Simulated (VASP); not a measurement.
# Pd (Fm-3m) in VASP: a series of runs, part 2 of 2

VASP 6.6.1.

## 3. Single point, r2SCAN, collinear spin (15.58 Å³/atom)

This run uses another cell than the first one, of 15.58 Å³/atom.

POSCAR reads:

```
Pd
1.0
    0.0000000000      1.9825229740      1.9825229740
    1.9825229740      0.0000000000      1.9825229740
    1.9825229740      1.9825229740      0.0000000000
Pd
1
Direct
    0.0000000000      0.0000000000      0.0000000000
```

INCAR.step1 reads:

```
PREC = Accurate ; ENCUT = 550
ISMEAR = -1 ; SIGMA = 0.05
LREAL = F ; LASPH = T
NELM = 200 ; ISPIN = 2
MAGMOM = 0.436 ; LMAXMIX = 4
NBANDS = 15 ; GGA = PE
ALGO = Normal ; EDIFF = 1E-5
LWAVE = T ; LCHARG = F
GGA_COMPAT = F
```

INCAR.step2 reads:

```
PREC = Accurate ; ENCUT = 550
EDIFF = 1E-6 ; ISMEAR = -1
SIGMA = 0.05 ; LREAL = F
LASPH = T ; NELM = 200
ALGO = Normal ; ISIF = 2
LWAVE = F ; LCHARG = F
ISPIN = 2 ; MAGMOM = 0.436
LORBIT = 11 ; LMAXMIX = 4
METAGGA = R2SCAN ; LMIXTAU = T
NBANDS = 15 ; ISTART = 1
GGA_COMPAT = F
```

KPOINTS reads:

```
regular mesh
0
Gamma
  23 23 23
```

Potentials or basis: VASP PAW PBE potentials, release 64 (Pd).

Started as:

```bash
$ cat potpaw_PBE.64/Pd/POTCAR > POTCAR
$ cp INCAR.step1 INCAR
$ mpirun -np 1 vasp_std > vasp.out
$ cp INCAR.step2 INCAR
$ mpirun -np 1 vasp_std > vasp.out
```

OUTCAR:

```text
PREC = Accurate
   ENCUT = 550
   EDIFF = 1E-6
   ISMEAR = -1
   LREAL = F
   LASPH = T
   NELM = 200
   ISIF = 2
   ISPIN = 2
   LORBIT = 11
   METAGGA = R2SCAN
   ISTART = 1

 ion  position               nearest neighbor table
   1  0.000  0.000  0.000-

  LATTYP: Found a face centered cubic cell.
 ALAT       =     3.9650459480

  Lattice vectors:

 A1 = (   0.0000000000,   1.9825229740,   1.9825229740)
 A2 = (   1.9825229740,   0.0000000000,   1.9825229740)
 A3 = (   1.9825229740,   1.9825229740,   0.0000000000)

Analysis of symmetry for initial positions (statically):
[... 1069 lines left out ...]
  -------------------------------------------------------------------------------------
  Total       -0.5926892     -0.5926892     -0.5926892     -0.0000000      0.0000000     -0.0000000
  in kB      -60.9330513    -60.9330513    -60.9330513     -0.0000000      0.0000000     -0.0000000
  external PRESSURE =     -60.9330513 kB  Pullay stress =       0.0000000 kB

 VOLUME and BASIS-vectors are now :
 -----------------------------------------------------------------------------
  energy-cutoff  :      550.00
  volume of cell :       15.58
      direct lattice vectors                 reciprocal lattice vectors
     0.000000000  1.982522974  1.982522974    -0.252203887  0.252203887  0.252203887
     1.982522974  0.000000000  1.982522974     0.252203887 -0.252203887  0.252203887
     1.982522974  1.982522974  0.000000000     0.252203887  0.252203887 -0.252203887

 POSITION                                       TOTAL-FORCE (eV/Angst)
 -----------------------------------------------------------------------------------
      0.00000      0.00000      0.00000         0.000000      0.000000      0.000000
 -----------------------------------------------------------------------------------
    total drift:                               -0.000000      0.000000      0.000000

  FREE ENERGIE OF THE ION-ELECTRON SYSTEM (eV)
  ---------------------------------------------------
  free  energy   TOTEN  =       -22.9545210726 eV

  energy  without entropy=      -22.9423943332  energy(sigma->0) =      -22.94845770

 total charge

# of ion       s       p       d       tot
------------------------------------------
    1        0.488   0.410   8.476   9.373

 magnetization (x)

# of ion       s       p       d       tot
------------------------------------------
    1       -0.003  -0.015   0.446   0.428
```

OSZICAR.step1:

```text
N       E                     dE             d eps       ncg     rms          rms(c)
DAV:   1     0.480917079615E+02    0.48092E+02   -0.46864E+03 21942   0.615E+02
DAV:   2    -0.463288949055E+01   -0.52725E+02   -0.50299E+02 27650   0.162E+02
DAV:   3    -0.548168755334E+01   -0.84880E+00   -0.84495E+00 28693   0.204E+01
DAV:   4    -0.548436972542E+01   -0.26822E-02   -0.26820E-02 26125   0.121E+00
DAV:   5    -0.548438942503E+01   -0.19700E-04   -0.19700E-04 28928   0.925E-02    0.670E+00
DAV:   6    -0.523574685312E+01    0.24864E+00   -0.10359E+00 31290   0.629E+00    0.326E+00
DAV:   7    -0.522797586472E+01    0.77710E-02   -0.69816E-03 28662   0.557E-01    0.181E+00
DAV:   8    -0.522475868935E+01    0.32172E-02   -0.90414E-04 30499   0.188E-01    0.548E-01
DAV:   9    -0.522483622263E+01   -0.77533E-04   -0.83850E-05 27851   0.601E-02    0.335E-02
DAV:  10    -0.522484323380E+01   -0.70112E-05   -0.83431E-06 21186   0.186E-02
   1 F= -.52248432E+01 E0= -.52157131E+01  d E =-.182603E-01  mag=     0.2688
```

Wall time 10 min (1 thread of Oxide Virtual Turin-like, shared host); peak memory 0.23 GiB.

Results:

```
Free energy                                           : -22.9545 eV
Pressure                                              : -6.1 GPa
Net moment                                            : 0.42 μB per cell
Site moments                                          : Pd +0.43 μB
Valence electrons inside the program's atomic spheres : Pd 9.37
```

Caveat: the cell stands under tension; the PAW data sets were made with another functional, which shifts forces and pressure a little.

## 4. Single point, r2SCAN, collinear spin (16.18 Å³/atom)

This run uses another cell than the first one, of 16.18 Å³/atom.

POSCAR reads:

```
Pd
1.0
    0.0000000000      2.0076208659      2.0076208659
    2.0076208659      0.0000000000      2.0076208659
    2.0076208659      2.0076208659      0.0000000000
Pd
1
Direct
    0.0000000000      0.0000000000      0.0000000000
```

INCAR.step1 reads:

```
ALGO     = Normal         # electronic algorithm
EDIFF    = 1E-5           # SCF threshold, eV
ENCUT    = 550            # plane-wave cutoff, eV
GGA      = PE             # functional
GGA_COMPAT= F            
ISMEAR   = -1             # smearing method
ISPIN    = 2              # spin polarisation
LASPH    = T              # aspherical terms in the spheres
LCHARG   = F              # write CHGCAR
LMAXMIX  = 4              # l up to which the mixer works
LREAL    = F              # projectors in reciprocal space
LWAVE    = T              # write WAVECAR
MAGMOM   = 0.436          # initial moments
NBANDS   = 15             # bands
NELM     = 200            # most SCF steps
PREC     = Accurate       # precision mode
SIGMA    = 0.05           # smearing width, eV
```

INCAR.step2 reads:

```
ALGO     = Normal         # electronic algorithm
EDIFF    = 1E-6           # SCF threshold, eV
ENCUT    = 550            # plane-wave cutoff, eV
GGA_COMPAT= F            
ISIF     = 2              # what is computed and relaxed
ISMEAR   = -1             # smearing method
ISPIN    = 2              # spin polarisation
ISTART   = 1            
LASPH    = T              # aspherical terms in the spheres
LCHARG   = T              # write CHGCAR
LELF     = T              # ELF
LMAXMIX  = 4              # l up to which the mixer works
LMIXTAU  = T            
LORBIT   = 11             # projections on sites
LREAL    = F              # projectors in reciprocal space
LVHAR    = T            
LWAVE    = F              # write WAVECAR
MAGMOM   = 0.436          # initial moments
METAGGA  = R2SCAN         # meta-GGA
NBANDS   = 15             # bands
NELM     = 200            # most SCF steps
PREC     = Accurate       # precision mode
SIGMA    = 0.05           # smearing width, eV
```

KPOINTS reads:

```
k-points
0
Gamma
  23 23 23
```

Started as:

```bash
$ cat potpaw_PBE.64/Pd/POTCAR > POTCAR
$ cp INCAR.step1 INCAR
$ mpirun -np 1 vasp_std > vasp.out
$ cp INCAR.step2 INCAR
$ mpirun -np 1 vasp_std > vasp.out
```

Wall time 12 min (1 thread of Oxide Virtual Turin-like, shared host); peak memory 0.24 GiB.

Results (log left out):

| Item | Value |
| --- | --- |
| Free energy | -22.9221 eV |
| Pressure | -11.2 GPa |
| Net moment | 0.42 μB per cell |
| Site moments | Pd +0.43 μB |
| Valence electrons inside the program's atomic spheres | Pd 9.31 |

Levels at points of the mesh, in eV from the Fermi level:
Spin up:
```
           k point  band 3  band 4  band 5  band 6  band 7  band 8
(0.00, 0.00, 0.00)   -2.86   -2.86   -1.40   -1.40   17.82   22.13
```
Spin down:
```csv
k point,band 2,band 3,band 4,band 5,band 6,band 7,band 8,band 9
"(0.00, 0.00, 0.00)",-2.36,-2.36,-2.36,-1.08,-1.08,17.79,22.24,22.24
```

Caveat: the cell stands under tension; the PAW data sets were made with another functional, which shifts forces and pressure a little.

## 5. Overview

```tsv
cell	gap on the mesh (eV)	pressure (GPa)	moment (μB)
a = 2.767 Å, angles 60.0°, 1 atom	none	0.5	0.41
a = 2.804 Å, angles 60.0°, 1 atom	none	-6.1	0.42
a = 2.839 Å, angles 60.0°, 1 atom	none	-11.2	0.42
```

Alike in all rows: task single point; level r2SCAN; potentials or basis VASP PAW PBE potentials, release 64 (Pd); spin collinear; k mesh 23 × 23 × 23; cutoff (eV) 550; smearing fermi-dirac 0.05 eV.

Caveats: the PAW data sets were made with another functional, which shifts forces and pressure a little; the cell stands under tension (at least some runs).

Absolute energies hang on the potentials; compare differences alone.
